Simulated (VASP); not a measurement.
## Al: single point with PBE

The system is Al.

```
Al
1.0
    -1.53259    1.75904    1.61751
     1.53259   -1.75904    1.61751
     1.47598    1.70243   -1.61751
Al
1
Direct
  0.00000 0.00000 0.00000
```

This cell differs from its parent crystal: engineering shear strain xy -0.0350, strain +e along x and -e along y -0.0700.

| Property | Result |
| --- | --- |
| Program | VASP 6.6.1 |
| Task | single point |
| Functional | PBE |
| Potentials or basis | VASP PAW PBE potentials, release 64 (Al) |
| Cutoff | 520 eV |
| k mesh | 20 × 20 × 20 |
| Occupations | gaussian, width 0.15 eV |
| Spin | no spin polarisation |

The pressure is 0.3 GPa.

Stress tensor (GPa, compression positive):
```
-1.37  1.46  0.00
 1.46  3.13  0.00
 0.00  0.00 -0.80
```

Levels at points of the mesh, in eV from the Fermi level:
```tsv
k point	band 1	band 2	band 3	band 4	band 5
(0.00, 0.00, 0.00)	-10.97	11.67	13.28	13.52	13.66
(0.50, 0.00, 0.00)	-4.53	-4.44	9.47	9.83	11.78
(0.00, 0.50, 0.00)	-3.86	-3.14	6.79	6.95	8.50
(0.50, 0.50, 0.00)	-4.33	-4.03	8.35	8.43	10.01
(0.00, 0.00, 0.50)	-4.01	-3.37	7.77	8.17	9.64
(0.50, 0.50, 0.50)	0.12	1.82	1.88	3.26	3.99
```

Run time: 79 s on 1 thread of Intel(R) Xeon(R) 6975P-C (Granite Rapids), with other jobs on the host, peak memory 0.34 GiB.

Caveat: the cell differs from its parent crystal (engineering shear strain xy -0.0350, strain +e along x and -e along y -0.0700).
